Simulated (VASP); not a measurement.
# AgCl (Fm-3m) in VASP: a series of runs, part 2 of 3

VASP 6.6.1.

### 3 Electric field gradients, PBEsol (20.46 Å³/atom)

The input, INCAR:

```
SYSTEM = AgCl
PREC = Accurate ; ENCUT = 520
EDIFF = 1E-8 ; ISMEAR = -1
SIGMA = 0.01 ; LREAL = .FALSE.
LASPH = .TRUE. ; NELM = 100
ALGO = Normal ; ISIF = 2
LWAVE = .FALSE. ; LCHARG = .FALSE.
GGA = PS ; LEFG = .TRUE.
NBANDS = 16
```

The input, KPOINTS:

```
regular mesh
0
G
  9 9 9
  0 0 0
```

The input, POSCAR:

```
AgCl
1.0
    0.0000000000      2.7351899843      2.7351899843
    2.7351899843      0.0000000000      2.7351899843
    2.7351899843      2.7351899843      0.0000000000
Ag Cl
1 1
Direct
    0.0000000000      0.0000000000      0.0000000000
    0.5000000000      0.5000000000      0.5000000000
```

Potentials or basis: VASP PAW PBE potentials, release 64 (Ag, Cl).

Run with:

```sh
$ cat potpaw_PBE.64/Ag/POTCAR potpaw_PBE.64/Cl/POTCAR > POTCAR
$ mpirun -np 1 vasp_std > vasp.out
```

OUTCAR:

```text
SYSTEM = AgCl
   PREC = Accurate
   ENCUT = 520
   EDIFF = 1E-8
   ISMEAR = -1
   LREAL = .FALSE.
   LASPH = .TRUE.
   NELM = 100
   ISIF = 2
   GGA = PS

 ion  position               nearest neighbor table
   1  0.000  0.000  0.000-   2 2.74   2 2.74   2 2.74   2 2.74   2 2.74   2 2.74
   2  0.500  0.500  0.500-   1 2.74   1 2.74   1 2.74   1 2.74   1 2.74   1 2.74

  LATTYP: Found a face centered cubic cell.
 ALAT       =     5.4703799686

  Lattice vectors:

 A1 = (   0.0000000000,   2.7351899843,   2.7351899843)
 A2 = (   2.7351899843,   0.0000000000,   2.7351899843)
 A3 = (   2.7351899843,   2.7351899843,   0.0000000000)

Analysis of symmetry for initial positions (statically):
=====================================================================
 Subroutine PRICEL returns:
 Original cell was already a primitive cell.

 Routine SETGRP: Setting up the symmetry group for a
 face centered cubic supercell.

 Subroutine GETGRP returns: Found 48 space group operations
 (whereof 48 operations were pure point group operations)
 out of a pool of 48 trial point group operations.

The static configuration has the point symmetry O_h .

Analysis of symmetry for dynamics (positions and initial velocities):
=====================================================================
 Subroutine PRICEL returns:
 Original cell was already a primitive cell.

 Routine SETGRP: Setting up the symmetry group for a
 face centered cubic supercell.

 Subroutine GETGRP returns: Found 48 space group operations
 (whereof 48 operations were pure point group operations)
 out of a pool of 48 trial point group operations.

The dynamic configuration has the point symmetry O_h .

 Subroutine INISYM returns: Found 48 space group operations
 (whereof 48 operations are pure point group operations),
 and found     1 'primitive' translations

----------------------------------------------------------------------------------------

                                     Primitive cell

  volume of cell :      40.9254

  direct lattice vectors                    reciprocal lattice vectors
     0.000000000  2.735189984  2.735189984    -0.182802658  0.182802658  0.182802658
     2.735189984  0.000000000  2.735189984     0.182802658 -0.182802658  0.182802658
     2.735189984  2.735189984  0.000000000     0.182802658  0.182802658 -0.182802658

  length of vectors
     3.868142771  3.868142771  3.868142771     0.316623492  0.316623492  0.316623492

  position of ions in fractional coordinates (direct lattice)
     0.000000000  0.000000000  0.000000000
     0.500000000  0.500000000  0.500000000

  ion indices of the primitive-cell ions
   primitive index   ion index
                 1           1
                 2           2

----------------------------------------------------------------------------------------

 KPOINTS: regular mesh

Automatic generation of k-mesh.
 Grid dimensions read from file:
 generate k-points for:    9    9    9

[... 65 lines left out ...]
   EDIFFG = 0.1E-06   stopping-criterion for IOM
   NSW    =      0    number of steps for IOM
   IBRION =     -1    ionic relax: 0-MD 1-quasi-New 2-CG
   NFREE  =      0    steps in history (QN), initial steepest desc. (CG)
   ISIF   =      2    stress and relaxation
   ISYM   =      2    0-nonsym 1-usesym 2-fastsym
   POTIM  = 0.5000    time-step for ionic-motion
   TEBEG  =    0.0;   TEEND  =   0.0 temperature during run
   PSTRESS=    0.0 pullay stress
   NELECT =      18.0000    total number of electrons
   NUPDOWN=      -1.0000    fix difference up-down
   EMIN   =  10.00;   EMAX   =-10.00  energy-range for DOS
   EFERMI =   0.00;   METHOD = LEGACY
   ISMEAR =    -1;   SIGMA  =   0.01  broadening in eV -4-tet -1-fermi 0-gaus
   EFERMI_NEDOS =   21; number of points for ismear=-14 and -15
   IALGO  =     38    algorithm
   IMIX   =      4    mixing-type and parameters
     AMIX     =   0.40;   BMIX     =  1.00
     AMIX_MAG =   1.60;   BMIX_MAG =  1.00
  volume/ion in A,a.u.               =      20.46       138.09
  Fermi-wavevector in a.u.,A,eV,Ry     =   1.244997  2.352702 21.089256  1.550017
  Thomas-Fermi vector in A             =   2.379239
   LORBIT       =      0    0 simple, 1 ext, 2 COOP (PROOUT), +10 PAW based schemes
   GGA     = PS    functional components
   LHFCALC =     F    Hartree Fock is set to
   AEXX    =    0.0000 exact exchange contribution
   IVDW    =     0    specifies the selected vdW correction
   LEPSILON=     F    determine dielectric tensor
   LRPA    =     F    only Hartree local field effects (RPA)
 non-spin polarized calculation
  energy-cutoff  :      520.00
  volume of cell :       40.93
 maximum number of plane-waves:      1118
 NGX is ok and might be reduce to    30
   NGX = 15   NGY = 15   NGZ = 15

 number of electron      18.0000002 magnetization

 Free energy of the ion-electron system (eV)
  ---------------------------------------------------
  ext. energy  EPLUGINS =         0.00000000
  ---------------------------------------------------
  free energy    TOTEN  =        -6.05992962 eV

  energy without entropy =       -6.05992962  energy(sigma->0) =       -6.05992962

 E-fermi :   4.4156     XC(G=0): -10.4331

 val. band max:        4.1989943556   @ k =   0.4444   0.0000   0.0000
 cond. band min:       4.9722590521   @ k =   0.0000   0.0000   0.0000
 fundamental gap:      0.7732646964
 Fermi energy:         4.4155592330

 k-point     1 :       0.0000    0.0000    0.0000
  band No.  band energies     occupation
      1     -11.1793      2.00000
      2       1.5974      2.00000
      3       1.5974      2.00000
      4       1.5974      2.00000
      5       1.6395      2.00000
      6       1.6395      2.00000
[... 433 lines left out ...]
      3       0.9254      2.00000
      4       0.9254      2.00000
      5       1.2306      2.00000
      6       1.8462      2.00000
[... 8 lines left out ...]
     15      19.6689      0.00000
     16      19.6692      0.00000

 [... further k-points ...]
[... 5 lines left out ...]
  --------------------------------------------------------------------------------------
  -------------------------------------------------------------------------------------
  Total       -0.2015607     -0.2015607     -0.2015607      0.0000000      0.0000000     -0.0000000
  in kB       -7.8908547     -7.8908547     -7.8908547      0.0000000      0.0000000     -0.0000000
  external PRESSURE =      -7.8908547 kB  Pullay stress =       0.0000000 kB

 VOLUME and BASIS-vectors are now :
 -----------------------------------------------------------------------------
  energy-cutoff  :      520.00
  volume of cell :       40.93
      direct lattice vectors                 reciprocal lattice vectors
     0.000000000  2.735189984  2.735189984    -0.182802658  0.182802658  0.182802658
     2.735189984  0.000000000  2.735189984     0.182802658 -0.182802658  0.182802658
     2.735189984  2.735189984  0.000000000     0.182802658  0.182802658 -0.182802658

 POSITION                                       TOTAL-FORCE (eV/Angst)
 -----------------------------------------------------------------------------------
      0.00000      0.00000      0.00000         0.000000      0.000000      0.000000
      2.73519      2.73519      2.73519         0.000000      0.000000      0.000000
 -----------------------------------------------------------------------------------
    total drift:                               -0.000000      0.000000      0.000000

  FREE ENERGIE OF THE ION-ELECTRON SYSTEM (eV)
  ---------------------------------------------------
  free  energy   TOTEN  =        -6.0599296250 eV

  energy  without entropy=       -6.0599296250  energy(sigma->0) =       -6.05992962

 Electric field gradients (V/A^2)
---------------------------------------------------------------------
 ion       V_xx      V_yy      V_zz      V_xy      V_xz      V_yz
---------------------------------------------------------------------
   1      -0.000     0.000     0.000    -0.001    -0.001    -0.001
   2      -0.000     0.000    -0.000    -0.001    -0.001    -0.001
---------------------------------------------------------------------

 Electric field gradients after diagonalization (V/A^2)
 (convention: |V_zz| > |V_xx| > |V_yy|)
----------------------------------------------------------------------
 ion       V_xx      V_yy      V_zz     asymmetry (V_yy - V_xx)/ V_zz
----------------------------------------------------------------------
   1       0.001     0.001    -0.002       0.000
   2       0.001     0.001    -0.001       0.000
----------------------------------------------------------------------

           NMR quadrupolar parameters

 Cq : quadrupolar parameter    Cq=e*Q*V_zz/h
 eta: asymmetry parameters     (V_yy - V_xx)/ V_zz
 Q  : nuclear electric quadrupole moment in mb (millibarn)
----------------------------------------------------------------------
 ion       Cq(MHz)       eta       Q (mb)
----------------------------------------------------------------------
   1      -0.000       0.000       1.000
   2      -0.000       0.000       1.000
----------------------------------------------------------------------
```

stdout:

```text
POSCAR found type information on POSCAR AgCl
 POSCAR found :  2 types and       2 ions
 scaLAPACK will be used
 -----------------------------------------------------------------------------
|                                                                             |
|                                                                             |
|     You enforced a specific xc type in the INCAR file but a different       |
|     I HOPE YOU KNOW WHAT YOU ARE DOING!                                     |
|                                                                             |
 -----------------------------------------------------------------------------

 LDA part: xc-table for (Slater+PW92), standard interpolation
 POSCAR, INCAR and KPOINTS ok, starting setup
 FFT: planning ... GRIDC
 FFT: planning ... GRID_SOFT
 FFT: planning ... GRID
 WAVECAR not read
 entering main loop
ion   1

ion   2
```

It took 31 s on 1 thread of Intel Xeon 8259CL, shared host; peak memory 0.18 GiB.

What came out:

* Free energy: -6.0599 eV
* Pressure: -0.8 GPa
* Band gap on the k mesh: 0.77 eV (least direct gap 3.14 eV)
* Largest electric field gradient by atom: under 0.05 V/Å² on every atom

Caveat: semilocal functionals underestimate gaps, and a narrow one can read as zero; the PAW data sets were made with another functional, which shifts forces and pressure a little; an odd mesh through Γ misses points on the zone boundary, where band edges can lie.

(Part 2 of 3 ends here.)
